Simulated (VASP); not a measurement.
# C18F in VASP: single point with PBE

Aim: the single point of C18F with PBE.

All numbers are computed with VASP 6.6.1; they aren't measurements. Logs are shortened: lines on timing, memory, paths and dates and some standing lists are left out, and cuts for length are marked.

### Step 1. The cell of the first run

The cell holds a slab with vacuum, 19 atoms: a = 7.398 Å, b = 7.398 Å, c = 12.000 Å, α = 90.00°, β = 90.00°, γ = 120.00°.

### Step 2. Single point, PBE, collinear spin

INCAR

```
SYSTEM = C18F
PREC     = Accurate       ! precision mode
ENCUT    = 520            ! plane-wave cutoff, eV
EDIFF    = 1E-6           ! SCF threshold, eV
ISMEAR   = -1             ! smearing method
SIGMA    = 0.05           ! smearing width, eV
LREAL    = Auto         
LASPH    = .True.         ! aspherical terms in the spheres
NELM     = 150            ! most SCF steps
ALGO     = Normal         ! electronic algorithm
ISIF     = 2              ! what is computed and relaxed
LWAVE    = .False.        ! write WAVECAR
LCHARG   = .True.         ! write CHGCAR
ISPIN    = 2              ! spin polarisation
MAGMOM   = 0 0 0 0 0 0 0 0 0 0 0 0 0 0 0 0 0 0 1 ! initial moments
LORBIT   = 11             ! projections on sites
GGA      = PE             ! functional
LELF     = .True.         ! ELF
LVHAR    = .True.       
NBANDS   = 58             ! bands
```

KPOINTS

```
Automatic mesh
0
Gamma
  2 2 1
  0 0 0
```

POSCAR

```
C18F
1.0
    7.3980000272      0.0000000157      0.0000000000
   -3.6990000000      6.4068559686      0.0000000000
    0.0000000000      0.0000000000     12.0000000000
C F
18 1
Direct
    0.0019534727     -0.0019534727      0.0743337582
    0.2240316334      0.1090870687      0.0746204786
    0.0026229415      0.3317135525      0.0782169326
    0.2231489372      0.4404840238      0.0840152506
    0.0026216972      0.6650348439      0.0781629370
    0.2231807080      0.7768192920      0.0839599927
    0.3349651561     -0.0026216972      0.0781629370
    0.5577486075      0.1096460136      0.0793578578
    0.3349561041      0.3317101916      0.0782108872
    0.5577314745      0.4422685255      0.0793501408
    0.3352637572      0.6647362428      0.1111671183
    0.5595159762      0.7768510628      0.0840152506
    0.6682864475     -0.0026229415      0.0782169326
    0.8909263300      0.1090736700      0.0746252543
    0.6686186941      0.3313813059      0.0788183908
    0.8903539864      0.4422513925      0.0793578578
    0.6682898084      0.6650438959      0.0782108872
    0.8909129313      0.7759683666      0.0746204786
    0.3352417365      0.6647582635      0.2425765974
```

Potentials or basis: VASP PAW PBE potentials, release 64 (C, F).

Started as:

```console
cat potpaw_PBE.64/C/POTCAR potpaw_PBE.64/F/POTCAR > POTCAR
mpirun -np 1 vasp_std > vasp.out
```

OUTCAR:

```text
SYSTEM = C18F
   PREC = Accurate
   ENCUT = 520
   EDIFF = 1E-6
   ISMEAR = -1
   LREAL = Auto
   LASPH = .True.
   NELM = 150
   ISIF = 2
   ISPIN = 2
   LORBIT = 11
   GGA = PE

 ion  position               nearest neighbor table
   1  0.002  0.998  0.074-  14 1.42  18 1.42   2 1.42
   2  0.224  0.109  0.075-   1 1.42   9 1.43   7 1.43
   3  0.003  0.332  0.078-   4 1.41  14 1.43  16 1.43
   4  0.223  0.440  0.084-   3 1.41   9 1.41  11 1.47
   5  0.003  0.665  0.078-   6 1.41  18 1.43  16 1.43
   6  0.223  0.777  0.084-   7 1.41   5 1.41  11 1.47
   7  0.335  0.997  0.078-   6 1.41   2 1.43   8 1.43
   8  0.558  0.110  0.079-  15 1.42   7 1.43  13 1.43
   9  0.335  0.332  0.078-   4 1.41   2 1.43  10 1.43
  10  0.558  0.442  0.079-  15 1.42  17 1.43   9 1.43
  11  0.335  0.665  0.111-   6 1.47   4 1.47  12 1.47  19 1.58
  12  0.560  0.777  0.084-  13 1.41  17 1.41  11 1.47
  13  0.668  0.997  0.078-  12 1.41  14 1.43   8 1.43
  14  0.891  0.109  0.075-   1 1.42   3 1.43  13 1.43
  15  0.669  0.331  0.079-   8 1.42  16 1.42  10 1.42
  16  0.890  0.442  0.079-  15 1.42   5 1.43   3 1.43
  17  0.668  0.665  0.078-  12 1.41  18 1.43  10 1.43
  18  0.891  0.776  0.075-   1 1.42  17 1.43   5 1.43
  19  0.335  0.665  0.243-  11 1.58

  LATTYP: Found a hexagonal cell.
 ALAT       =     7.3980000272
 C/A-ratio  =     1.6220600103

  Lattice vectors:

 A1 = (   7.3980000272,   0.0000000157,   0.0000000000)
 A2 = (  -3.6990000000,   6.4068559686,   0.0000000000)
 A3 = (   0.0000000000,   0.0000000000,  12.0000000000)

Analysis of symmetry for initial positions (statically):
=====================================================================
 Subroutine PRICEL returns:
 Original cell was already a primitive cell.

 Routine SETGRP: Setting up the symmetry group for a
 hexagonal supercell.

 Subroutine GETGRP returns: Found  2 space group operations
 (whereof  2 operations were pure point group operations)
 out of a pool of 24 trial point group operations.

The static configuration has the point symmetry C_1h.

Analysis of symmetry for dynamics (positions and initial velocities):
=====================================================================
 Subroutine PRICEL returns:
 Original cell was already a primitive cell.

 Routine SETGRP: Setting up the symmetry group for a
 hexagonal supercell.

 Subroutine GETGRP returns: Found  2 space group operations
 (whereof  2 operations were pure point group operations)
 out of a pool of 24 trial point group operations.

The dynamic configuration has the point symmetry C_1h.

Analysis of structural, dynamic, and magnetic symmetry:
=====================================================================
 Subroutine PRICEL returns:
 Original cell was already a primitive cell.

 Routine SETGRP: Setting up the symmetry group for a
 hexagonal supercell.

 Subroutine GETGRP returns: Found  2 space group operations
 (whereof  2 operations were pure point group operations)
 out of a pool of 24 trial point group operations.

The overall configuration has the point symmetry C_1h.

 Subroutine INISYM returns: Found  2 space group operations
 (whereof  2 operations are pure point group operations),
 and found     1 'primitive' translations

----------------------------------------------------------------------------------------

                                     Primitive cell

  volume of cell :     568.7750

  direct lattice vectors                    reciprocal lattice vectors
     7.398000027  0.000000016  0.000000000     0.135171667  0.078041398  0.000000000
    -3.699000000  6.406855969  0.000000000    -0.000000000  0.156082797  0.000000000
     0.000000000  0.000000000 12.000000000     0.000000000  0.000000000  0.083333333

  length of vectors
     7.398000027  7.398000027 12.000000000     0.156082797  0.156082797  0.083333333

  position of ions in fractional coordinates (direct lattice)
     0.001953473  0.998046527  0.074333758
     0.224031633  0.109087069  0.074620479
     0.002622942  0.331713552  0.078216933
     0.223148937  0.440484024  0.084015251
     0.002621697  0.665034844  0.078162937
     0.223180708  0.776819292  0.083959993
[... 11 lines left out ...]
     0.890912931  0.775968367  0.074620479
     0.335241737  0.664758263  0.242576597

  ion indices of the primitive-cell ions
   primitive index   ion index
                 1           1
                 2           2
                 3           3
                 4           4
[... 33 lines left out ...]

  Shift w.r.t. Gamma in fractional coordinates (k-lattice)
     0.000000000  0.000000000  0.000000000

 Subroutine IBZKPT returns following result:
 ===========================================

 Found      3 irreducible k-points:

 Following reciprocal coordinates:
            Coordinates               Weight
  0.000000  0.000000  0.000000      1.000000
  0.500000 -0.000000  0.000000      2.000000
  0.500000  0.500000  0.000000      1.000000
   k-points           NKPTS =      3   k-points in BZ     NKDIM =      3   number of bands    NBANDS=     58
   number of dos      NEDOS =    301   number of ions     NIONS =     19
   total plane-waves  NPLWV = 282240
   dimension x,y,z NGX =    56 NGY =   56 NGZ =   90
   dimension x,y,z NGXF=   112 NGYF=  112 NGZF=  180
   ions per type =              18   1
   NGX,Y,Z   is equivalent  to a cutoff of  12.58, 12.58, 12.47 a.u.
   NGXF,Y,Z  is equivalent  to a cutoff of  25.17, 25.17, 24.94 a.u.
 SYSTEM =  C18F
   PREC   = accura    normal or accurate (medium, high low for compatibility)
   ISTART =      0    job   : 0-new  1-cont  2-samecut
   ICHARG =      2    charge: 1-file 2-atom 10-const
   ISPIN  =      2    spin polarized calculation?
   LNONCOLLINEAR =      F non collinear calculations
   LSORBIT =      F    spin-orbit coupling
   LASPH  =      T    aspherical Exc in radial PAW
   ENCUT  =  520.0 eV  38.22 Ry    6.18 a.u.  13.76 13.76 22.31*2*pi/ulx,y,z
   NELM   =    150;   NELMIN=  2; NELMDL= -5     # of ELM steps
   EDIFF  = 0.1E-05   stopping-criterion for ELM
   LREAL  =      T    real-space projection
   EDIFFG = 0.1E-04   stopping-criterion for IOM
   NSW    =      0    number of steps for IOM
   IBRION =     -1    ionic relax: 0-MD 1-quasi-New 2-CG
   NFREE  =      0    steps in history (QN), initial steepest desc. (CG)
   ISIF   =      2    stress and relaxation
   ISYM   =      2    0-nonsym 1-usesym 2-fastsym
   POTIM  = 0.5000    time-step for ionic-motion
   TEBEG  =    0.0;   TEEND  =   0.0 temperature during run
   PSTRESS=    0.0 pullay stress
   NELECT =      79.0000    total number of electrons
   NUPDOWN=      -1.0000    fix difference up-down
   EMIN   =  10.00;   EMAX   =-10.00  energy-range for DOS
   EFERMI =   0.00;   METHOD = LEGACY
   ISMEAR =    -1;   SIGMA  =   0.05  broadening in eV -4-tet -1-fermi 0-gaus
   EFERMI_NEDOS =   21; number of points for ismear=-14 and -15
   IALGO  =     38    algorithm
   IMIX   =      4    mixing-type and parameters
     AMIX     =   0.40;   BMIX     =  1.00
     AMIX_MAG =   1.60;   BMIX_MAG =  1.00
  volume/ion in A,a.u.               =      29.94       202.01
  Fermi-wavevector in a.u.,A,eV,Ry     =   0.847820  1.602148  9.779852  0.718799
  Thomas-Fermi vector in A             =   1.963386
   LORBIT       =     11    0 simple, 1 ext, 2 COOP (PROOUT), +10 PAW based schemes
   GGA     = PE    functional components
   LHFCALC =     F    Hartree Fock is set to
   AEXX    =    0.0000 exact exchange contribution
   IVDW    =     0    specifies the selected vdW correction
   LEPSILON=     F    determine dielectric tensor
   LRPA    =     F    only Hartree local field effects (RPA)
 spin polarized calculation
  energy-cutoff  :      520.00
  volume of cell :      568.78
 maximum number of plane-waves:     15363
 NGX is ok and might be reduce to    56
   NGX = 27   NGY = 27   NGZ = 45

 number of electron      79.0000004 magnetization      -0.0000093

 number of electron      79.0000004 magnetization       0.0000060

 Free energy of the ion-electron system (eV)
  ---------------------------------------------------
  ext. energy  EPLUGINS =         0.00000000
  ---------------------------------------------------
  free energy    TOTEN  =      -168.49207580 eV

  energy without entropy =     -168.49128263  energy(sigma->0) =     -168.49167922

 E-fermi :  -2.4507     XC(G=0):  -3.7976

 val. band max:       -2.8167416886   @ k =   0.5000   0.5000   0.0000
 cond. band min:      -2.1330257244   @ k =   0.0000   0.0000   0.0000
 fundamental gap:      0.6837159642
 Fermi energy:        -2.4507092815

 spin component 1

 k-point     1 :       0.0000    0.0000    0.0000
  band No.  band energies     occupation
      1     -25.4066      1.00000
      2     -21.5845      1.00000
      3     -19.1204      1.00000
      4     -19.1201      1.00000
      5     -19.1128      1.00000
      6     -19.0342      1.00000
[... 151 lines left out ...]
     50       4.1795      0.00000
     51       4.1842      0.00000
 Fermi energy:        -2.4507092815

 spin component 2

 k-point     1 :       0.0000    0.0000    0.0000
  band No.  band energies     occupation
      1     -25.4066      1.00000
      2     -21.5845      1.00000
      3     -19.1204      1.00000
      4     -19.1201      1.00000
      5     -19.1128      1.00000
      6     -19.0342      1.00000
[... 151 lines left out ...]
     50       4.1795      0.00000
     51       4.1842      0.00000
 [bands above 51 left out]

------------------------ aborting loop because EDIFF is reached ----------------------------------------

  FORCE on cell =-STRESS in cart. coord.  units (eV):
  Direction    XX          YY          ZZ          XY          YZ          ZX
  --------------------------------------------------------------------------------------
  -------------------------------------------------------------------------------------
  Total        0.0061986      0.0201609     -0.0169538      0.0120917     -0.0050245      0.0087027
  in kB        0.0174608      0.0567910     -0.0477570      0.0340609     -0.0141535      0.0245145
  external PRESSURE =       0.0088316 kB  Pullay stress =       0.0000000 kB

 VOLUME and BASIS-vectors are now :
 -----------------------------------------------------------------------------
  energy-cutoff  :      520.00
  volume of cell :      568.78
      direct lattice vectors                 reciprocal lattice vectors
     7.398000027  0.000000016  0.000000000     0.135171667  0.078041398  0.000000000
    -3.699000000  6.406855969  0.000000000    -0.000000000  0.156082797  0.000000000
     0.000000000  0.000000000 12.000000000     0.000000000  0.000000000  0.083333333

 POSITION                                       TOTAL-FORCE (eV/Angst)
 -----------------------------------------------------------------------------------
     -3.67732      6.39434      0.89201        -0.000921      0.000532     -0.016071
      1.25387      0.69891      0.89545         0.001796     -0.008826      0.000628
     -1.20760      2.12524      0.93860        -0.008855      0.001216     -0.001900
      0.02151      2.82212      1.00818         0.014293      0.024639      0.000636
     -2.44057      4.26078      0.93796        -0.004023      0.006572      0.000317
     -1.22236      4.97697      1.00752         0.013177     -0.007608     -0.001884
[... 11 lines left out ...]
      3.72067      4.97152      0.89545         0.008542      0.002857      0.000628
      0.02118      4.25901      2.91092        -0.001129      0.000652      0.098650
 -----------------------------------------------------------------------------------
    total drift:                                0.015298     -0.008833     -0.000510

  FREE ENERGIE OF THE ION-ELECTRON SYSTEM (eV)
  ---------------------------------------------------
  free  energy   TOTEN  =      -168.4920758042 eV

  energy  without entropy=     -168.4912826295  energy(sigma->0) =     -168.49167922

 total charge

# of ion       s       p       d       tot
------------------------------------------
    1        0.863   1.790   0.000   2.653
    2        0.865   1.775   0.000   2.639
    3        0.865   1.778   0.000   2.642
    4        0.862   1.778   0.000   2.640
    5        0.865   1.778   0.000   2.642
    6        0.862   1.779   0.000   2.641
[... 11 lines left out ...]
   18        0.865   1.775   0.000   2.639
   19        1.753   4.291   0.000   6.044
--------------------------------------------------
tot         17.265  36.226   0.000  53.491

 magnetization (x)

# of ion       s       p       d       tot
------------------------------------------
    1       -0.000  -0.000   0.000  -0.000
    2       -0.000   0.000   0.000  -0.000
    3       -0.000  -0.000   0.000  -0.000
    4       -0.000  -0.000   0.000  -0.000
    5       -0.000  -0.000   0.000  -0.000
    6       -0.000  -0.000   0.000  -0.000
[... 11 lines left out ...]
   18       -0.000   0.000   0.000  -0.000
   19       -0.000  -0.000   0.000  -0.000
--------------------------------------------------
tot         -0.000  -0.000   0.000  -0.000
```

It took 13 min on 1 thread of Intel Xeon 8259CL, shared host; peak memory 0.83 GiB.

Results:

```yaml
Free_energy: -168.4921 eV
Largest_force: 0.099 eV/Å
Net_moment: 0.00 μB per cell
Valence_electrons_inside_the_program's_atomic_spheres: C 2.65, 2.64, 2.51 (each value once); F 6.04
```

Forces in eV/Å, atoms in the order of the input:
```
C   -0.001  0.001 -0.016
C    0.002 -0.009  0.001
C   -0.009  0.001 -0.002
C    0.014  0.025  0.001
C   -0.004  0.007  0.000
C    0.013 -0.008 -0.002
C   -0.008  0.000  0.000
C    0.007  0.000  0.005
C   -0.005  0.008 -0.006
C    0.006 -0.003  0.004
C    0.014 -0.008 -0.088
C   -0.014 -0.025  0.001
C   -0.005  0.007 -0.002
C   -0.003  0.002  0.003
C   -0.009  0.005  0.004
C    0.004 -0.006  0.005
C   -0.009  0.000 -0.006
C    0.009  0.003  0.001
F   -0.001  0.001  0.099
```

Levels at points of the mesh, in eV from the Fermi level:
Spin up:
```
           k point  band 38  band 39  band 40  band 41  band 42  band 43
(0.00, 0.00, 0.00)    -2.24     0.32     0.45     0.45     1.71     3.97
(0.50, 0.00, 0.00)    -2.10    -1.94    -0.37     2.20     2.80     2.90
(0.50, 0.50, 0.00)    -2.10    -1.94    -0.37     2.20     2.80     2.90
```
Spin down:
```csv
k point,band 37,band 38,band 39,band 40,band 41,band 42,band 43,band 44
"(0.00, 0.00, 0.00)",-2.48,-2.24,0.32,0.45,0.45,1.71,3.97,5.15
"(0.50, 0.00, 0.00)",-2.21,-2.10,-1.94,-0.37,2.20,2.80,2.90,3.00
"(0.50, 0.50, 0.00)",-2.21,-2.10,-1.94,-0.37,2.20,2.80,2.90,3.00
```

Caveat: the k points lie up to 0.49 Å⁻¹ apart.
